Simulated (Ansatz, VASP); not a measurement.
# Two plane-wave programs on GaN

```
Ga N
1.0
     0.00000   -2.24909   -2.24909
     0.00000    2.24909   -2.24909
     4.49818    0.00000    0.00000
Ga N
2 2
Direct
  0.50000 0.50000 0.50000
  0.00000 0.00000 0.00000
  0.00000 0.50000 0.25000
  0.50000 0.00000 0.75000
```

Alike in both runs: task single point; functional PBEsol; k mesh 8 × 8 × 6; occupations gaussian, width 0.05 eV; no spin polarisation.

```csv
,VASP,Ansatz
version,VASP 6.6.1,Ansatz 0.2.0
potentials or method,"VASP PAW PBE potentials, release 64 (Ga_d, N), cutoff 520 eV","scalar-relativistic, plane waves, PAW"
valence electrons in the cell,36,36
```

VASP gave:

| Property | Result |
| --- | --- |
| gap on the k mesh at the Fermi level (eV) | 1.72 |
| least direct gap on the mesh (eV) | 1.72 |
| pressure (GPa) | -0.2 |

Q: What did Ansatz give for the same quantities?

A: gap on the k mesh at the Fermi level (eV): 1.71; least direct gap on the mesh (eV): 1.71; pressure (GPa): 0.0.

VASP's potentials were made for PBE, not for PBEsol, and Ansatz warns of the same on its side.
